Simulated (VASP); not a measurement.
# Mo (P6/mmm) in VASP: notebook

Runs on Mo. Level: PBEsol. Tasks: single point.

Everything below comes from runs of VASP 6.6.1. Logs are shortened: lines on timing, memory, paths and dates and some standing lists are left out, and cuts for length are marked.

## 1. The cell of the first run

The structure is hexagonal, space group P6/mmm (No. 191). Conventional cell: a = 2.736 Å, b = 2.736 Å, c = 2.555 Å, α = 90.00°, β = 90.00°, γ = 120.00°. Within 3.4 Å of Mo (site symmetry 6/mmm) lie 8 Mo at 2.56 to 2.74 Å.

## 2. Single point, PBEsol

The input, INCAR:

```
SYSTEM = Mo
PREC = Accurate
ENCUT = 520
EDIFF = 1E-6
ISMEAR = -1
SIGMA = 0.3
LREAL = .FALSE.
LASPH = .TRUE.
NELM = 80
ALGO = Normal
ISIF = 2
LWAVE = .FALSE.
LCHARG = .FALSE.
GGA = PS
NBANDS = 13
```

The input, KPOINTS:

```
Automatic mesh
0
G
  3 3 3
  0 0 0
```

The input, POSCAR:

```
Mo
1.0
    2.7355104000      0.0000000000      0.0000000000
   -1.3677552000      2.3690215000      0.0000000000
    0.0000000000      0.0000000000      2.5551807000
Mo
1
Direct
    0.0000000000      0.0000000000      0.5000000000
```

Potentials or basis: VASP PAW PBE potentials, release 64 (Mo_sv).

Launch:

```console
$ cat potpaw_PBE.64/Mo_sv/POTCAR > POTCAR
$ mpirun -np 1 vasp_std > vasp.out
```

OUTCAR:

```text
SYSTEM = Mo
   PREC = Accurate
   ENCUT = 520
   EDIFF = 1E-6
   ISMEAR = -1
   LREAL = .FALSE.
   LASPH = .TRUE.
   NELM = 80
   ISIF = 2
   GGA = PS

 ion  position               nearest neighbor table
   1  0.000  0.000  0.500-

  LATTYP: Found a hexagonal cell.
 ALAT       =     2.7355104000
 C/A-ratio  =     0.9340782254

  Lattice vectors:

 A1 = (   2.7355104000,   0.0000000000,   0.0000000000)
 A2 = (  -1.3677552000,   2.3690215000,   0.0000000000)
 A3 = (   0.0000000000,   0.0000000000,   2.5551807000)

Analysis of symmetry for initial positions (statically):
=====================================================================
 Subroutine PRICEL returns:
 Original cell was already a primitive cell.

 Routine SETGRP: Setting up the symmetry group for a
 hexagonal supercell.

 Subroutine GETGRP returns: Found 24 space group operations
 (whereof 24 operations were pure point group operations)
 out of a pool of 24 trial point group operations.

The static configuration has the point symmetry D_6h.

Analysis of symmetry for dynamics (positions and initial velocities):
=====================================================================
 Subroutine PRICEL returns:
 Original cell was already a primitive cell.

 Routine SETGRP: Setting up the symmetry group for a
 hexagonal supercell.

 Subroutine GETGRP returns: Found 24 space group operations
 (whereof 24 operations were pure point group operations)
 out of a pool of 24 trial point group operations.

The dynamic configuration has the point symmetry D_6h.

 Subroutine INISYM returns: Found 24 space group operations
 (whereof 24 operations are pure point group operations),
 and found     1 'primitive' translations

----------------------------------------------------------------------------------------

                                     Primitive cell

  volume of cell :      16.5588

  direct lattice vectors                    reciprocal lattice vectors
     2.735510400  0.000000000  0.000000000     0.365562492  0.211057603  0.000000000
    -1.367755200  2.369021500  0.000000000     0.000000000  0.422115207  0.000000000
     0.000000000  0.000000000  2.555180700     0.000000000  0.000000000  0.391361754

  length of vectors
     2.735510400  2.735510401  2.555180700     0.422115207  0.422115207  0.391361754

  position of ions in fractional coordinates (direct lattice)
     0.000000000  0.000000000  0.500000000

  ion indices of the primitive-cell ions
[... 61 lines left out ...]
   ISIF   =      2    stress and relaxation
   ISYM   =      2    0-nonsym 1-usesym 2-fastsym
   POTIM  = 0.5000    time-step for ionic-motion
   TEBEG  =    0.0;   TEEND  =   0.0 temperature during run
   PSTRESS=    0.0 pullay stress
   NELECT =      14.0000    total number of electrons
   NUPDOWN=      -1.0000    fix difference up-down
   EMIN   =  10.00;   EMAX   =-10.00  energy-range for DOS
   EFERMI =   0.00;   METHOD = LEGACY
   ISMEAR =    -1;   SIGMA  =   0.30  broadening in eV -4-tet -1-fermi 0-gaus
   EFERMI_NEDOS =   21; number of points for ismear=-14 and -15
   IALGO  =     38    algorithm
   IMIX   =      4    mixing-type and parameters
     AMIX     =   0.40;   BMIX     =  1.00
     AMIX_MAG =   1.60;   BMIX_MAG =  1.00
  volume/ion in A,a.u.               =      16.56       111.74
  Fermi-wavevector in a.u.,A,eV,Ry     =   1.548013  2.925320 32.604229  2.396343
  Thomas-Fermi vector in A             =   2.653024
   LORBIT       =      0    0 simple, 1 ext, 2 COOP (PROOUT), +10 PAW based schemes
   GGA     = PS    functional components
   LHFCALC =     F    Hartree Fock is set to
   AEXX    =    0.0000 exact exchange contribution
   IVDW    =     0    specifies the selected vdW correction
   LEPSILON=     F    determine dielectric tensor
   LRPA    =     F    only Hartree local field effects (RPA)
 non-spin polarized calculation
  energy-cutoff  :      520.00
  volume of cell :       16.56
 maximum number of plane-waves:       460
   NGX = 11   NGY = 11   NGZ =  9

 number of electron      14.0000002 magnetization

 Free energy of the ion-electron system (eV)
  ---------------------------------------------------
  ext. energy  EPLUGINS =         0.00000000
  ---------------------------------------------------
  free energy    TOTEN  =       -10.55036268 eV

  energy without entropy =      -10.11981195  energy(sigma->0) =      -10.33508731

 E-fermi :  11.8656     XC(G=0): -13.1211

 val. band max:       11.4207213333   @ k =   0.3333   0.3333   0.3333
 cond. band min:      11.8837367773   @ k =   0.3333   0.0000   0.3333
 fundamental gap:      0.4630154441
 Fermi energy:        11.8656280615

 k-point     1 :       0.0000    0.0000    0.0000
  band No.  band energies     occupation
      1     -49.5235      2.00000
      2     -22.9786      2.00000
      3     -22.7223      2.00000
      4     -22.7223      2.00000
      5       4.6150      2.00000
      6       6.9007      2.00000
      7      10.6422      1.96668
      8      10.6422      1.96668
      9      15.4829      0.00001
     10      15.4829      0.00001
     11      24.5294      0.00000
     12      27.2020      0.00000
     13      31.7872      0.00000
[... 66 lines left out ...]
  band No.  band energies     occupation
      1     -49.0958      2.00000
      2     -24.0333      2.00000
      3     -23.5277      2.00000
      4     -23.5277      2.00000
      5       8.1954      1.99999
      6       8.1954      1.99999
      7      11.4207      1.63006
      8      11.4207      1.63006
      9      13.7982      0.00318
     10      21.0109      0.00000
     11      24.2495      0.00000
     12      24.2495      0.00000
     13      29.0137      0.00000

------------------------ aborting loop because EDIFF is reached ----------------------------------------

  FORCE on cell =-STRESS in cart. coord.  units (eV):
  Direction    XX          YY          ZZ          XY          YZ          ZX
  --------------------------------------------------------------------------------------
  -------------------------------------------------------------------------------------
  Total        1.4672816      1.4672816     -2.1308806      0.0000000     -0.0000000      0.0000000
  in kB      141.9695000    141.9695001   -206.1772353      0.0000000     -0.0000000      0.0000000
  external PRESSURE =      25.9205883 kB  Pullay stress =       0.0000000 kB

 VOLUME and BASIS-vectors are now :
 -----------------------------------------------------------------------------
  energy-cutoff  :      520.00
  volume of cell :       16.56
      direct lattice vectors                 reciprocal lattice vectors
     2.735510400  0.000000000  0.000000000     0.365562492  0.211057603  0.000000000
    -1.367755200  2.369021500  0.000000000     0.000000000  0.422115207  0.000000000
     0.000000000  0.000000000  2.555180700     0.000000000  0.000000000  0.391361754

 POSITION                                       TOTAL-FORCE (eV/Angst)
 -----------------------------------------------------------------------------------
      0.00000      0.00000      1.27759        -0.000000      0.000000      0.000000
 -----------------------------------------------------------------------------------
    total drift:                                0.000000      0.000000     -0.000000

  FREE ENERGIE OF THE ION-ELECTRON SYSTEM (eV)
  ---------------------------------------------------
  free  energy   TOTEN  =       -10.5503626764 eV

  energy  without entropy=      -10.1198119512  energy(sigma->0) =      -10.33508731
```

OSZICAR:

```text
N       E                     dE             d eps       ncg     rms          rms(c)
DAV:   1     0.117688283647E+03    0.11769E+03   -0.92963E+03   156   0.112E+03
DAV:   2    -0.977010307279E+01   -0.12746E+03   -0.12219E+03   166   0.330E+02
DAV:   3    -0.111379962553E+02   -0.13679E+01   -0.13649E+01   186   0.363E+01
DAV:   4    -0.111421615270E+02   -0.41653E-02   -0.41652E-02   166   0.223E+00
DAV:   5    -0.111421938249E+02   -0.32298E-04   -0.32298E-04   176   0.170E-01    0.149E+01
DAV:   6    -0.106292844962E+02    0.51291E+00   -0.60900E-01   156   0.918E+00    0.498E+00
DAV:   7    -0.105539741378E+02    0.75310E-01   -0.13357E-01   166   0.405E+00    0.629E-01
DAV:   8    -0.105503804530E+02    0.35937E-02   -0.42366E-03   156   0.813E-01    0.973E-02
DAV:   9    -0.105503541949E+02    0.26258E-04   -0.10904E-04   187   0.126E-01    0.386E-02
DAV:  10    -0.105503618990E+02   -0.77040E-05   -0.86768E-06   181   0.305E-02    0.133E-02
DAV:  11    -0.105503626764E+02   -0.77747E-06   -0.44223E-07    88   0.700E-03
   1 F= -.10550363E+02 E0= -.10335087E+02  d E =-.430551E+00
```

stdout:

```text
POSCAR found type information on POSCAR Mo
 POSCAR found :  1 types and       1 ions
 scaLAPACK will be used
 -----------------------------------------------------------------------------
|                                                                             |
|                                                                             |
|     You enforced a specific xc type in the INCAR file but a different       |
|     I HOPE YOU KNOW WHAT YOU ARE DOING!                                     |
|                                                                             |
 -----------------------------------------------------------------------------

 LDA part: xc-table for (Slater+PW92), standard interpolation
 POSCAR, INCAR and KPOINTS ok, starting setup
 FFT: planning ... GRIDC
 FFT: planning ... GRID_SOFT
 FFT: planning ... GRID
 WAVECAR not read
 entering main loop
```

Run time: 5.1 s. Hardware: 1 thread of Intel Xeon 8259CL, shared host; peak memory 0.12 GiB.

What came out:

```
Free energy            : -10.5504 eV
Pressure               : 2.6 GPa
Band gap on the k mesh : zero (band 7 reaches 11.88 eV, above the bottom of band 8 at 10.64 eV)
```

Caveat: the k points lie up to 0.88 Å⁻¹ apart; the PAW data sets were made with another functional, which shifts forces and pressure a little.

(Part 1 of 2 ends here.)
